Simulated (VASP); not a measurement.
# AlN (Fm-3m) in VASP: further runs, part 2 of 2

VASP 6.6.1. The steps go on from the part before.

## 3. Single point, PBE

The COD entry that gives the cell may itself be a prediction, so a difference from it is no test against experiment.

Input file INCAR:

```
  PREC = Accurate
  ENCUT = 600
  EDIFF = 1E-6
  ISMEAR = 0
  SIGMA = 0.02
  LREAL = False
  LASPH = True
  NELM = 120
  ALGO = Normal
  ISIF = 2
  LWAVE = False
  LCHARG = True
  GGA = PE
  LELF = True
  LVHAR = True
  NBANDS = 11
  GGA_COMPAT = False
```

Input file KPOINTS:

```
regular mesh
0
Gamma
  10 10 10
```

Input file POSCAR:

```
AlN
1.0
    0.0000000000      2.0353764639      2.0353764639
    2.0353764639      0.0000000000      2.0353764639
    2.0353764639      2.0353764639      0.0000000000
Al N
1 1
Direct
    0.0000000000      0.0000000000      0.0000000000
    0.5000000000      0.5000000000      0.5000000000
```

Potentials or basis: VASP PAW PBE potentials, release 64 (Al, N).

On the command line:

```
cat potpaw_PBE.64/Al/POTCAR potpaw_PBE.64/N/POTCAR > POTCAR
mpirun -np 1 vasp_std > vasp.out
```

OUTCAR:

```text
PREC = Accurate
   ENCUT = 600
   EDIFF = 1E-6
   ISMEAR = 0
   LREAL = False
   LASPH = True
   NELM = 120
   ISIF = 2
   GGA = PE

 ion  position               nearest neighbor table
   1  0.000  0.000  0.000-   2 2.04   2 2.04   2 2.04   2 2.04   2 2.04   2 2.04
   2  0.500  0.500  0.500-   1 2.04   1 2.04   1 2.04   1 2.04   1 2.04   1 2.04

  LATTYP: Found a face centered cubic cell.
 ALAT       =     4.0707529278

  Lattice vectors:

 A1 = (   0.0000000000,   2.0353764639,   2.0353764639)
 A2 = (   2.0353764639,   0.0000000000,   2.0353764639)
 A3 = (   2.0353764639,   2.0353764639,   0.0000000000)

Analysis of symmetry for initial positions (statically):
=====================================================================
 Subroutine PRICEL returns:
 Original cell was already a primitive cell.

 Routine SETGRP: Setting up the symmetry group for a
 face centered cubic supercell.

 Subroutine GETGRP returns: Found 48 space group operations
 (whereof 48 operations were pure point group operations)
 out of a pool of 48 trial point group operations.

The static configuration has the point symmetry O_h .

Analysis of symmetry for dynamics (positions and initial velocities):
=====================================================================
 Subroutine PRICEL returns:
 Original cell was already a primitive cell.

 Routine SETGRP: Setting up the symmetry group for a
 face centered cubic supercell.

 Subroutine GETGRP returns: Found 48 space group operations
 (whereof 48 operations were pure point group operations)
 out of a pool of 48 trial point group operations.

The dynamic configuration has the point symmetry O_h .

 Subroutine INISYM returns: Found 48 space group operations
 (whereof 48 operations are pure point group operations),
 and found     1 'primitive' translations

----------------------------------------------------------------------------------------

                                     Primitive cell

  volume of cell :      16.8641

  direct lattice vectors                    reciprocal lattice vectors
     0.000000000  2.035376464  2.035376464    -0.245654801  0.245654801  0.245654801
     2.035376464  0.000000000  2.035376464     0.245654801 -0.245654801  0.245654801
     2.035376464  2.035376464  0.000000000     0.245654801  0.245654801 -0.245654801

  length of vectors
     2.878457000  2.878457000  2.878457000     0.425486596  0.425486596  0.425486596

  position of ions in fractional coordinates (direct lattice)
     0.000000000  0.000000000  0.000000000
     0.500000000  0.500000000  0.500000000

  ion indices of the primitive-cell ions
   primitive index   ion index
                 1           1
                 2           2

----------------------------------------------------------------------------------------

 KPOINTS: regular mesh

Automatic generation of k-mesh.
 Grid dimensions read from file:
 generate k-points for:   10   10   10

 Generating k-lattice:

  Cartesian coordinates                     Fractional coordinates (reciprocal lattice)
    -0.024565480  0.024565480  0.024565480     0.100000000  0.000000000  0.000000000
     0.024565480 -0.024565480  0.024565480     0.000000000  0.100000000  0.000000000
     0.024565480  0.024565480 -0.024565480     0.000000000  0.000000000  0.100000000

  Length of vectors
     0.042548660  0.042548660  0.042548660

  Shift w.r.t. Gamma in fractional coordinates (k-lattice)
     0.000000000  0.000000000  0.000000000

 Subroutine IBZKPT returns following result:
 ===========================================

 Found     47 irreducible k-points:

 Following reciprocal coordinates:
            Coordinates               Weight
  0.000000  0.000000  0.000000      1.000000
  0.100000  0.000000  0.000000      8.000000
  0.200000  0.000000  0.000000      8.000000
  0.300000  0.000000  0.000000      8.000000
  0.400000  0.000000  0.000000      8.000000
  0.500000  0.000000  0.000000      4.000000
[... 16 lines left out ...]
  0.300000  0.300000  0.000000      6.000000
  0.400000  0.300000  0.000000     24.000000
 [... further k-points ...]
   k-points           NKPTS =     47   k-points in BZ     NKDIM =     47   number of bands    NBANDS=     11
   number of dos      NEDOS =    301   number of ions     NIONS =      2
   total plane-waves  NPLWV =  13824
   dimension x,y,z NGX =    24 NGY =   24 NGZ =   24
   dimension x,y,z NGXF=    48 NGYF=   48 NGZF=   48
   ions per type =               1   1
   NGX,Y,Z   is equivalent  to a cutoff of  13.86, 13.86, 13.86 a.u.
   NGXF,Y,Z  is equivalent  to a cutoff of  27.72, 27.72, 27.72 a.u.
 SYSTEM =  unknown system
   PREC   = accura    normal or accurate (medium, high low for compatibility)
   ISTART =      0    job   : 0-new  1-cont  2-samecut
   ICHARG =      2    charge: 1-file 2-atom 10-const
   ISPIN  =      1    spin polarized calculation?
   LNONCOLLINEAR =      F non collinear calculations
   LSORBIT =      F    spin-orbit coupling
   LASPH  =      T    aspherical Exc in radial PAW
   ENCUT  =  600.0 eV  44.10 Ry    6.64 a.u.   5.75  5.75  5.75*2*pi/ulx,y,z
   NELM   =    120;   NELMIN=  2; NELMDL= -5     # of ELM steps
   EDIFF  = 0.1E-05   stopping-criterion for ELM
   LREAL  =      F    real-space projection
   EDIFFG = 0.1E-04   stopping-criterion for IOM
   NSW    =      0    number of steps for IOM
   IBRION =     -1    ionic relax: 0-MD 1-quasi-New 2-CG
   NFREE  =      0    steps in history (QN), initial steepest desc. (CG)
   ISIF   =      2    stress and relaxation
   ISYM   =      2    0-nonsym 1-usesym 2-fastsym
   POTIM  = 0.5000    time-step for ionic-motion
   TEBEG  =    0.0;   TEEND  =   0.0 temperature during run
   PSTRESS=    0.0 pullay stress
   NELECT =       8.0000    total number of electrons
   NUPDOWN=      -1.0000    fix difference up-down
   EMIN   =  10.00;   EMAX   =-10.00  energy-range for DOS
   EFERMI =   0.00;   METHOD = LEGACY
   ISMEAR =     0;   SIGMA  =   0.02  broadening in eV -4-tet -1-fermi 0-gaus
   EFERMI_NEDOS =   21; number of points for ismear=-14 and -15
   IALGO  =     38    algorithm
   IMIX   =      4    mixing-type and parameters
     AMIX     =   0.40;   BMIX     =  1.00
     AMIX_MAG =   1.60;   BMIX_MAG =  1.00
  volume/ion in A,a.u.               =       8.43        56.90
  Fermi-wavevector in a.u.,A,eV,Ry     =   1.276782  2.412768 22.179840  1.630172
  Thomas-Fermi vector in A             =   2.409419
   LORBIT       =      0    0 simple, 1 ext, 2 COOP (PROOUT), +10 PAW based schemes
   GGA     = PE    functional components
   LHFCALC =     F    Hartree Fock is set to
   AEXX    =    0.0000 exact exchange contribution
   IVDW    =     0    specifies the selected vdW correction
   LEPSILON=     F    determine dielectric tensor
   LRPA    =     F    only Hartree local field effects (RPA)
 non-spin polarized calculation
 Gauss-broadening in eV      SIGMA  =   0.02
  energy-cutoff  :      600.00
  volume of cell :       16.86
 maximum number of plane-waves:       588
   NGX = 11   NGY = 11   NGZ = 11

 number of electron       8.0000000 magnetization

 Free energy of the ion-electron system (eV)
  ---------------------------------------------------
  ext. energy  EPLUGINS =         0.00000000
  ---------------------------------------------------
  free energy    TOTEN  =       -14.54764047 eV

  energy without entropy =      -14.54764047  energy(sigma->0) =      -14.54764047

 E-fermi :   9.8630     XC(G=0): -12.1906

 val. band max:        9.7019361776   @ k =   0.0000   0.0000   0.0000
 cond. band min:      14.1134900786   @ k =   0.5000   0.5000   0.0000
 fundamental gap:      4.4115539010
 Fermi energy:         9.8630143141

 k-point     1 :       0.0000    0.0000    0.0000
  band No.  band energies     occupation
      1      -7.6683      2.00000
      2       9.7019      2.00000
      3       9.7019      2.00000
      4       9.7019      2.00000
      5      15.0906      0.00000
      6      21.8031      0.00000
      7      21.8031      0.00000
      8      21.8031      0.00000
      9      26.8891      0.00000
     10      27.3418      0.00000
     11      27.3418      0.00000
[... 309 lines left out ...]
 k-point    24 :       0.4000    0.3000    0.0000
  band No.  band energies     occupation
      1      -4.7239      2.00000
      2       3.9346      2.00000
      3       6.9603      2.00000
      4       7.4672      2.00000
      5      15.7053      0.00000
      6      16.5711      0.00000
      7      21.6817      0.00000
      8      25.0550      0.00000
      9      25.7927      0.00000
     10      31.3103      0.00000
     11      34.1932      0.00000

 [... further k-points ...]
[... 5 lines left out ...]
  --------------------------------------------------------------------------------------
  -------------------------------------------------------------------------------------
  Total       -0.0490261     -0.0490261     -0.0490261      0.0000000     -0.0000000     -0.0000000
  in kB       -4.6577231     -4.6577231     -4.6577231      0.0000000     -0.0000000     -0.0000000
  external PRESSURE =      -4.6577231 kB  Pullay stress =       0.0000000 kB

 VOLUME and BASIS-vectors are now :
 -----------------------------------------------------------------------------
  energy-cutoff  :      600.00
  volume of cell :       16.86
      direct lattice vectors                 reciprocal lattice vectors
     0.000000000  2.035376464  2.035376464    -0.245654801  0.245654801  0.245654801
     2.035376464  0.000000000  2.035376464     0.245654801 -0.245654801  0.245654801
     2.035376464  2.035376464  0.000000000     0.245654801  0.245654801 -0.245654801

 POSITION                                       TOTAL-FORCE (eV/Angst)
 -----------------------------------------------------------------------------------
      0.00000      0.00000      0.00000        -0.000000     -0.000000      0.000000
      2.03538      2.03538      2.03538         0.000000      0.000000     -0.000000
 -----------------------------------------------------------------------------------
    total drift:                               -0.000000     -0.000000      0.000000

  FREE ENERGIE OF THE ION-ELECTRON SYSTEM (eV)
  ---------------------------------------------------
  free  energy   TOTEN  =       -14.5476404735 eV

  energy  without entropy=      -14.5476404735  energy(sigma->0) =      -14.54764047
```

Run time: 14 s. Hardware: 1 thread of Intel Xeon 8259CL, shared host; peak memory 0.13 GiB.

Results:

| Property | Result |
| --- | --- |
| Free energy | -14.5476 eV |
| Pressure | -0.5 GPa |
| Band gap on the k mesh | 4.41 eV, indirect (least direct gap 5.39 eV) |

A k mesh can miss the band edges.
